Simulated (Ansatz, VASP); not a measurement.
# One calculation of Tc, two programs

The input INCAR:

```
  ALGO = Normal
  EDIFF = 1E-8
  ENCUT = 520
  GGA = PS
  ISIF = 2
  ISMEAR = -1
  LASPH = T
  LCHARG = F
  LEFG = T
  LREAL = F
  LWAVE = F
  NBANDS = 12
  NELM = 60
  PREC = Accurate
  SIGMA = 0.03
```

The input KPOINTS:

```
k-points
0
Gamma
  18 18 18
```

File POSCAR:

```
Tc
1.0
    0.0000000000      1.9629142836      1.9629142836
    1.9629142836      0.0000000000      1.9629142836
    1.9629142836      1.9629142836      0.0000000000
Tc
1
Direct
    0.0000000000      0.0000000000      0.0000000000
```

Input for Ansatz:

```yaml
crystal:
  lattice:
    - [0.0, 1.9629142836, 1.9629142836]
    - [1.9629142836, 0.0, 1.9629142836]
    - [1.9629142836, 1.9629142836, 0.0]
  atoms:
    - { symbol: Tc, position: [0.0, 0.0, 0.0] }
kpoints:
  mp_grid: { grid: [18, 18, 18] }
scf:
  occupations: { method: fermi_dirac, width: 0.03 }
hamiltonian:
  xc: pbesol
  pseudopotentials: { kind: all_electron, datasets: crystal }
output:
  forces: true
  stress: true
  eigenvalues: true
  efg: { contact_densities: true }
```

Change from the starting cell: volume scaled by 1.02, crystal datasets.

Alike in both runs: task electric field gradients; functional PBEsol; k mesh 18 × 18 × 18; occupations fermi-dirac, width 0.03 eV; no spin polarisation.

|  | VASP | Ansatz |
| --- | --- | --- |
| version | VASP 6.6.1 | Ansatz 0.2.0 |
| potentials or method | VASP PAW PBE potentials, release 64 (Tc_pv), cutoff 520 eV | all-electron PAW with datasets made for the crystal, scalar-relativistic |

|  | VASP | Ansatz | Ansatz less VASP |
| --- | --- | --- | --- |
| pressure (GPa) | -20.6 | -20.0 | +0.58 |

VASP's potentials were made for PBE, not for PBEsol. Ansatz ran all-electron here, and VASP with PAW potentials.
